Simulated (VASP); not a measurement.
# InAs (Fm-3m) in VASP: notebook

InAs is run at these levels: r2SCAN+rVV10; tasks: single point.

Program: VASP 6.6.1. These are calculated values, not measurements. Logs are shortened: lines on timing, memory, paths and dates and some standing lists are left out, and cuts for length are marked.

### Step 1. The cell of the first run

The structure is cubic, space group Fm-3m (No. 225). The conventional cell has a = 5.507 Å, b = 5.507 Å, c = 5.507 Å, α = 90.00°, β = 90.00°, γ = 90.00°. In (site symmetry m-3m) has 6 As at 2.75 Å within 3.6 Å. Within 3.6 Å of As (site symmetry m-3m) lie 6 In at 2.75 Å.

### Step 2. Single point, r2SCAN+rVV10

Input file POSCAR:

```
InAs
1.0
    0.0000000000      2.7535100108      2.7535100108
    2.7535100108      0.0000000000      2.7535100108
    2.7535100108      2.7535100108      0.0000000000
In As
1 1
Direct
    0.5000000000      0.5000000000      0.5000000000
    0.0000000000      0.0000000000      0.0000000000
```

Input file INCAR.step1:

```
PREC = Accurate
ENCUT = 550
ISMEAR = 0
SIGMA = 0.1
LREAL = False
LASPH = True
NELM = 120
NBANDS = 16
GGA = PE
ALGO = Normal
EDIFF = 1E-5
LWAVE = True
LCHARG = False
GGA_COMPAT = False
```

Input file INCAR.step2:

```
PREC = Accurate
ENCUT = 550
EDIFF = 1E-6
ISMEAR = 0
SIGMA = 0.1
LREAL = False
LASPH = True
NELM = 120
ALGO = Normal
ISIF = 2
LWAVE = False
LCHARG = False
METAGGA = R2SCAN
LMIXTAU = True
LUSE_VDW = True
IVDW_NL = 2
BPARAM = 11.95
CPARAM = 0.0093
NBANDS = 16
ISTART = 1
GGA_COMPAT = False
```

Input file KPOINTS:

```
Automatic mesh
0
Gamma
  14 14 14
```

Potentials or basis: VASP PAW PBE potentials, release 64 (In_d, As).

Run with:

```console
cat potpaw_PBE.64/In_d/POTCAR potpaw_PBE.64/As/POTCAR > POTCAR
cp INCAR.step1 INCAR
mpirun -np 1 vasp_std > vasp.out
cp INCAR.step2 INCAR
mpirun -np 1 vasp_std > vasp.out
```

OUTCAR:

```text
PREC = Accurate
   ENCUT = 550
   EDIFF = 1E-6
   ISMEAR = 0
   LREAL = False
   LASPH = True
   NELM = 120
   ISIF = 2
   METAGGA = R2SCAN
   IVDW_NL = 2
   BPARAM = 11.95
   ISTART = 1

 ion  position               nearest neighbor table
   1  0.500  0.500  0.500-   2 2.75   2 2.75   2 2.75   2 2.75   2 2.75   2 2.75
   2  0.000  0.000  0.000-   1 2.75   1 2.75   1 2.75   1 2.75   1 2.75   1 2.75

  LATTYP: Found a face centered cubic cell.
 ALAT       =     5.5070200216

  Lattice vectors:

 A1 = (   0.0000000000,   2.7535100108,   2.7535100108)
 A2 = (   2.7535100108,   0.0000000000,   2.7535100108)
 A3 = (   2.7535100108,   2.7535100108,   0.0000000000)

Analysis of symmetry for initial positions (statically):
=====================================================================
 Subroutine PRICEL returns:
 Original cell was already a primitive cell.

 Routine SETGRP: Setting up the symmetry group for a
 face centered cubic supercell.

 Subroutine GETGRP returns: Found 48 space group operations
 (whereof 48 operations were pure point group operations)
 out of a pool of 48 trial point group operations.

The static configuration has the point symmetry O_h .

Analysis of symmetry for dynamics (positions and initial velocities):
=====================================================================
 Subroutine PRICEL returns:
 Original cell was already a primitive cell.

 Routine SETGRP: Setting up the symmetry group for a
 face centered cubic supercell.

 Subroutine GETGRP returns: Found 48 space group operations
 (whereof 48 operations were pure point group operations)
 out of a pool of 48 trial point group operations.

The dynamic configuration has the point symmetry O_h .

 Subroutine INISYM returns: Found 48 space group operations
 (whereof 48 operations are pure point group operations),
 and found     1 'primitive' translations

----------------------------------------------------------------------------------------

                                     Primitive cell

  volume of cell :      41.7532

  direct lattice vectors                    reciprocal lattice vectors
     0.000000000  2.753510011  2.753510011    -0.181586411  0.181586411  0.181586411
     2.753510011  0.000000000  2.753510011     0.181586411 -0.181586411  0.181586411
     2.753510011  2.753510011  0.000000000     0.181586411  0.181586411 -0.181586411

  length of vectors
     3.894051201  3.894051201  3.894051201     0.314516889  0.314516889  0.314516889

  position of ions in fractional coordinates (direct lattice)
     0.500000000  0.500000000  0.500000000
     0.000000000  0.000000000  0.000000000

  ion indices of the primitive-cell ions
   primitive index   ion index
                 1           1
                 2           2

----------------------------------------------------------------------------------------

 KPOINTS: Automatic mesh

Automatic generation of k-mesh.
 Grid dimensions read from file:
 generate k-points for:   14   14   14

 Generating k-lattice:

  Cartesian coordinates                     Fractional coordinates (reciprocal lattice)
    -0.012970458  0.012970458  0.012970458     0.071428571  0.000000000  0.000000000
     0.012970458 -0.012970458  0.012970458     0.000000000  0.071428571  0.000000000
     0.012970458  0.012970458 -0.012970458     0.000000000  0.000000000  0.071428571

  Length of vectors
     0.022465492  0.022465492  0.022465492

  Shift w.r.t. Gamma in fractional coordinates (k-lattice)
     0.000000000  0.000000000  0.000000000

 Subroutine IBZKPT returns following result:
 ===========================================

 Found    104 irreducible k-points:

 Following reciprocal coordinates:
            Coordinates               Weight
  0.000000  0.000000  0.000000      1.000000
  0.071429  0.000000  0.000000      8.000000
  0.142857  0.000000  0.000000      8.000000
  0.214286  0.000000  0.000000      8.000000
  0.285714  0.000000  0.000000      8.000000
  0.357143  0.000000  0.000000      8.000000
[... 16 lines left out ...]
  0.214286  0.142857  0.000000     24.000000
  0.285714  0.142857  0.000000     24.000000
 [... further k-points ...]
   k-points           NKPTS =    104   k-points in BZ     NKDIM =    104   number of bands    NBANDS=     16
   number of dos      NEDOS =    301   number of ions     NIONS =      2
   total plane-waves  NPLWV =  27000
   dimension x,y,z NGX =    30 NGY =   30 NGZ =   30
   dimension x,y,z NGXF=    60 NGYF=   60 NGZF=   60
   ions per type =               1   1
   NGX,Y,Z   is equivalent  to a cutoff of  12.81, 12.81, 12.81 a.u.
   NGXF,Y,Z  is equivalent  to a cutoff of  25.62, 25.62, 25.62 a.u.
 SYSTEM =  unknown system
   PREC   = accura    normal or accurate (medium, high low for compatibility)
   ISTART =      1    job   : 0-new  1-cont  2-samecut
   ICHARG =      0    charge: 1-file 2-atom 10-const
   ISPIN  =      1    spin polarized calculation?
   LNONCOLLINEAR =      F non collinear calculations
   LSORBIT =      F    spin-orbit coupling
   LASPH  =      T    aspherical Exc in radial PAW
   ENCUT  =  550.0 eV  40.42 Ry    6.36 a.u.   7.45  7.45  7.45*2*pi/ulx,y,z
   NELM   =    120;   NELMIN=  2; NELMDL=  0     # of ELM steps
   EDIFF  = 0.1E-05   stopping-criterion for ELM
   LREAL  =      F    real-space projection
   EDIFFG = 0.1E-04   stopping-criterion for IOM
   NSW    =      0    number of steps for IOM
   IBRION =     -1    ionic relax: 0-MD 1-quasi-New 2-CG
   NFREE  =      0    steps in history (QN), initial steepest desc. (CG)
   ISIF   =      2    stress and relaxation
   ISYM   =      2    0-nonsym 1-usesym 2-fastsym
   POTIM  = 0.5000    time-step for ionic-motion
   TEBEG  =    0.0;   TEEND  =   0.0 temperature during run
   PSTRESS=    0.0 pullay stress
   NELECT =      18.0000    total number of electrons
   NUPDOWN=      -1.0000    fix difference up-down
   EMIN   =  10.00;   EMAX   =-10.00  energy-range for DOS
   EFERMI =   0.00;   METHOD = LEGACY
   ISMEAR =     0;   SIGMA  =   0.10  broadening in eV -4-tet -1-fermi 0-gaus
   EFERMI_NEDOS =   21; number of points for ismear=-14 and -15
   IALGO  =     38    algorithm
   IMIX   =      4    mixing-type and parameters
     AMIX     =   0.40;   BMIX     =  1.00
     AMIX_MAG =   1.60;   BMIX_MAG =  1.00
  volume/ion in A,a.u.               =      20.88       140.88
  Fermi-wavevector in a.u.,A,eV,Ry     =   1.236713  2.337049 20.809561  1.529460
  Thomas-Fermi vector in A             =   2.371310
   LORBIT       =      0    0 simple, 1 ext, 2 COOP (PROOUT), +10 PAW based schemes
   METAGGA = R2SCAN    functional components
   LHFCALC =     F    Hartree Fock is set to
   AEXX    =    0.0000 exact exchange contribution
   IVDW_NL    =     2    kernel type
   BPARAM     =11.9500
   IVDW    =     0    specifies the selected vdW correction
   LEPSILON=     F    determine dielectric tensor
   LRPA    =     F    only Hartree local field effects (RPA)
 non-spin polarized calculation
 Gauss-broadening in eV      SIGMA  =   0.10
  energy-cutoff  :      550.00
  volume of cell :       41.75
 maximum number of plane-waves:      1243
 NGX is ok and might be reduce to    30
   NGX = 15   NGY = 15   NGZ = 15

 number of electron      18.0000006 magnetization

 Free energy of the ion-electron system (eV)
  ---------------------------------------------------
  ext. energy  EPLUGINS =         0.00000000
  ---------------------------------------------------
  free energy    TOTEN  =       -37.05424633 eV

  energy without entropy =      -37.04871287  energy(sigma->0) =      -37.05147960

 E-fermi :   7.2688     XC(G=0): -11.3647

 val. band max:        7.2619320156   @ k =   0.3571   0.1429   0.0714
 cond. band min:       7.2764630272   @ k =  -0.3571   0.1429   0.0000
 fundamental gap:      0.0145310116
 Fermi energy:         7.2687643599

 k-point     1 :       0.0000    0.0000    0.0000
  band No.  band energies     occupation
      1      -7.7326      2.00000
      2      -7.7326      2.00000
      3      -7.6884      2.00000
      4      -7.6884      2.00000
      5      -7.6884      2.00000
      6      -6.2701      2.00000
[... 8 lines left out ...]
     15      16.0915      0.00000
     16      16.0915      0.00000

 k-point     2 :       0.0714    0.0000    0.0000
  band No.  band energies     occupation
      1      -7.7360      2.00000
      2      -7.7360      2.00000
      3      -7.6888      2.00000
      4      -7.6852      2.00000
      5      -7.6852      2.00000
      6      -6.2019      2.00000
[... 8 lines left out ...]
     15      15.6983      0.00000
     16      16.0489      0.00000

 k-point     3 :       0.1429    0.0000    0.0000
  band No.  band energies     occupation
      1      -7.7472      2.00000
      2      -7.7472      2.00000
      3      -7.6904      2.00000
      4      -7.6745      2.00000
      5      -7.6745      2.00000
      6      -5.9992      2.00000
[... 8 lines left out ...]
     15      15.8250      0.00000
     16      15.8250      0.00000

 k-point     4 :       0.2143    0.0000    0.0000
  band No.  band energies     occupation
      1      -7.7648      2.00000
      2      -7.7648      2.00000
      3      -7.6937      2.00000
      4      -7.6575      2.00000
      5      -7.6575      2.00000
      6      -5.6699      2.00000
[... 8 lines left out ...]
     15      16.4332      0.00000
     16      16.4332      0.00000
[... 324 lines left out ...]
 k-point    22 :       0.1429    0.1429    0.0000
  band No.  band energies     occupation
      1      -7.7921      2.00000
      2      -7.7228      2.00000
      3      -7.6996      2.00000
      4      -7.6677      2.00000
      5      -7.6677      2.00000
      6      -5.8876      2.00000
[... 8 lines left out ...]
     15      17.7073      0.00000
     16      17.7073      0.00000

 k-point    23 :       0.2143    0.1429    0.0000
  band No.  band energies     occupation
      1      -7.8271      2.00000
      2      -7.7249      2.00000
      3      -7.7031      2.00000
      4      -7.6575      2.00000
      5      -7.6532      2.00000
      6      -5.6247      2.00000
[... 8 lines left out ...]
     15      17.9517      0.00000
     16      17.9755      0.00000

 k-point    24 :       0.2857    0.1429    0.0000
  band No.  band energies     occupation
      1      -7.8590      2.00000
      2      -7.7379      2.00000
      3      -7.7033      2.00000
      4      -7.6479      2.00000
      5      -7.6333      2.00000
      6      -5.2427      2.00000
[... 8 lines left out ...]
     15      18.2169      0.00000
     16      18.4713      0.00000

 [... further k-points ...]
[... 5 lines left out ...]
  --------------------------------------------------------------------------------------
  -------------------------------------------------------------------------------------
  Total        2.0633415      2.0633415      2.0633415     -0.0000000      0.0000000     -0.0000000
  in kB       79.1756633     79.1756633     79.1756633     -0.0000000      0.0000000     -0.0000000
  external PRESSURE =      79.1756633 kB  Pullay stress =       0.0000000 kB

 VOLUME and BASIS-vectors are now :
 -----------------------------------------------------------------------------
  energy-cutoff  :      550.00
  volume of cell :       41.75
      direct lattice vectors                 reciprocal lattice vectors
     0.000000000  2.753510011  2.753510011    -0.181586411  0.181586411  0.181586411
     2.753510011  0.000000000  2.753510011     0.181586411 -0.181586411  0.181586411
     2.753510011  2.753510011  0.000000000     0.181586411  0.181586411 -0.181586411

 POSITION                                       TOTAL-FORCE (eV/Angst)
 -----------------------------------------------------------------------------------
      2.75351      2.75351      2.75351         0.000000      0.000000      0.000000
      0.00000      0.00000      0.00000        -0.000000     -0.000000     -0.000000
 -----------------------------------------------------------------------------------
    total drift:                                0.000000      0.000000      0.000000

  FREE ENERGIE OF THE ION-ELECTRON SYSTEM (eV)
  ---------------------------------------------------
  free  energy   TOTEN  =       -37.0542463260 eV

  energy  without entropy=      -37.0487128695  energy(sigma->0) =      -37.05147960
```

Run time: 2.8 min. Hardware: 1 thread of Intel Xeon 6975P-C (Granite Rapids), shared host; peak memory 0.33 GiB.

What came out:

```yaml
Free_energy: -37.0542 eV
Pressure: 7.9 GPa
Band_gap_on_the_k_mesh: zero (bands 9 and 10 overlap by 3.05 eV)
```

Caveat: the cell stands under pressure; the PAW data sets were made with another functional, which shifts forces and pressure a little; spin-orbit coupling is left out, which moves the levels of the heavy elements.

### Step 3. Single point, r2SCAN+rVV10

This run uses another cell than the first one, of 21.84 Å³/atom.

Input file POSCAR:

```
InAs
1.0
    0.0000000000      2.7953957180      2.7953957180
    2.7953957180      0.0000000000      2.7953957180
    2.7953957180      2.7953957180      0.0000000000
In As
1 1
Direct
    0.5000000000      0.5000000000      0.5000000000
    0.0000000000      0.0000000000      0.0000000000
```

INCAR.step1 is that of step 2.

INCAR.step2 is that of step 2.

KPOINTS is that of step 2.

Potentials or basis: VASP PAW PBE potentials, release 64 (In_d, As).

Run with:

```console
cat potpaw_PBE.64/In_d/POTCAR potpaw_PBE.64/As/POTCAR > POTCAR
cp INCAR.step1 INCAR
mpirun -np 1 vasp_std > vasp.out
cp INCAR.step2 INCAR
mpirun -np 1 vasp_std > vasp.out
```

It took 3 min on 1 thread of Intel Xeon 6975P-C (Granite Rapids), shared host; peak memory 0.33 GiB.

The run converged. Its results:

* Free energy: -37.1218 eV
* Pressure: 3.4 GPa
* Band gap on the k mesh: zero (bands 9 and 10 overlap by 3.01 eV)

Levels at points of the mesh, in eV from the Fermi level:
| k point | band 6 | band 7 | band 8 | band 9 | band 10 | band 11 | band 12 | band 13 |
| --- | --- | --- | --- | --- | --- | --- | --- | --- |
| (0.00, 0.00, 0.00) | -13.17 | -0.26 | -0.26 | -0.26 | 0.50 | 7.73 | 7.73 | 7.73 |
| (0.50, 0.00, 0.00) | -11.15 | -7.12 | 0.22 | 0.22 | 2.70 | 3.63 | 3.63 | 5.50 |
| (0.50, 0.50, 0.00) | -9.94 | -5.36 | -2.66 | -2.59 | -2.59 | 4.14 | 10.66 | 10.66 |

Caveat: the cell stands under pressure; the PAW data sets were made with another functional, which shifts forces and pressure a little; spin-orbit coupling is left out, which moves the levels of the heavy elements.

[end of part 1 of 2]
